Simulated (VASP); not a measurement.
Input of a VASP 6.6.1 run:

INCAR

```
  PREC = Accurate
  ENCUT = 520
  EDIFF = 1E-7
  ISMEAR = 0
  SIGMA = 0.1
  LREAL = F
  LASPH = T
  NELM = 100
  ALGO = Normal
  ISIF = 2
  LWAVE = F
  LCHARG = F
  LDIPOL = T
  IDIPOL = 3
  DIPOL = 0.5 0.5 0.298
  GGA = PE
  NBANDS = 16
```

Contents of KPOINTS:

```
regular mesh
0
Gamma
  14 12 1
```

The input POSCAR:

```
B2SbAs
1.0
    3.3648941866      0.0000000000      0.0000000000
    0.0000000000      4.2280622183      0.0000000000
    0.0000000000      0.0000000000     28.2965414800
B Sb As
2 1 1
Direct
    0.0000000000      0.1750127185      0.2805870257
    0.0000000000      0.8773141496      0.3166867093
    0.5000000000      0.5501444641      0.3440097366
    0.5000000000      0.3975286679      0.2517951940
```

Potentials or basis: VASP PAW PBE potentials, release 64 (B, Sb, As).

Run with:

```sh
$ cat potpaw_PBE.64/B/POTCAR potpaw_PBE.64/Sb/POTCAR potpaw_PBE.64/As/POTCAR > POTCAR
$ mpirun -np 1 vasp_std > vasp.out
```

Estimate the band gap on the k mesh.

zero (band 8 reaches -1.83 eV, above the bottom of band 9 at -3.47 eV).

Predict the largest force.

0.070 eV/Å.

Forces on the atoms (eV/Å):
```
B    0.000 -0.055  0.024
B    0.000  0.014 -0.009
Sb   0.000 -0.001  0.040
As   0.000  0.042 -0.055
```

Caveat: spin-orbit coupling is left out, which moves the levels of the heavy elements.
